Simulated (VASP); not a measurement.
Input of a VASP 6.6.1 run:

INCAR

```
SYSTEM = Mn
  PREC = Accurate
  ENCUT = 520
  EDIFF = 1E-6
  ISMEAR = -1
  SIGMA = 0.05
  LREAL = .FALSE.
  LASPH = .TRUE.
  NELM = 150
  ALGO = Normal
  ISIF = 2
  LWAVE = .FALSE.
  LCHARG = .FALSE.
  ISPIN = 2
  MAGMOM = 2.088 -2.088
  LORBIT = 11
  LMAXMIX = 4
  GGA = PE
  NBANDS = 24
```

KPOINTS

```
Automatic mesh
0
G
  17 17 17
  0 0 0
```

Contents of POSCAR:

```
Mn
1.0
    0.0000000000      2.5675215496      2.5675215496
    2.5675215496      0.0000000000      2.5675215496
    2.5675215496      2.5675215496      0.0000000000
Mn
2
Direct
    0.1250000000      0.1250000000      0.1250000000
    0.8750000000      0.8750000000      0.8750000000
```

Potentials or basis: VASP PAW PBE potentials, release 64 (Mn_pv).

Command:

```sh
$ cat potpaw_PBE.64/Mn_pv/POTCAR > POTCAR
$ mpirun -np 1 vasp_std > vasp.out
```

What does it give for the net moment?

0.00 μB per cell.

Predict the band gap on the k mesh.

zero (filled and empty bands overlap).
